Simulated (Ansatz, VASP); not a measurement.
One calculation of HfC, two programs

```
CELL_PARAMETERS angstrom
0.00000 2.32500 2.32500
2.32500 0.00000 2.32500
2.32500 2.32500 0.00000
ATOMIC_POSITIONS crystal
Hf 0.52151 0.47849 0.47849
C 0.00000 0.00000 0.00000
```

Alike in both runs: task single point; functional PBE; k mesh 18 × 18 × 18; occupations gaussian, width 0.15 eV; no spin polarisation.

```csv
,VASP,Ansatz
version,VASP 6.6.1,Ansatz 0.2.0
potentials or method,"VASP PAW PBE potentials, release 64 (Hf_pv, C), cutoff 600 eV","scalar-relativistic, plane waves, PAW"
valence electrons in the cell,14,30
```

```tsv
	VASP	Ansatz	Ansatz less VASP
gap on the k mesh at the Fermi level (eV)	none	none	-
pressure (GPa)	0.3	1.1	+0.75
traceless stress, the component that is largest in VASP (GPa)	2.01	1.96	-0.044
rms of the force components (eV/Å)	0.426	0.432	+0.0056
```

Atom by atom the forces differ by 0.006 eV/Å (rms over components). A gap of «none» marks a metal or a gap that the smearing closes. VASP's potentials hold 14 valence electrons a cell and Ansatz's 30, so a difference there can come from the potentials and not from the codes.

Neither program's run includes spin-orbit coupling.
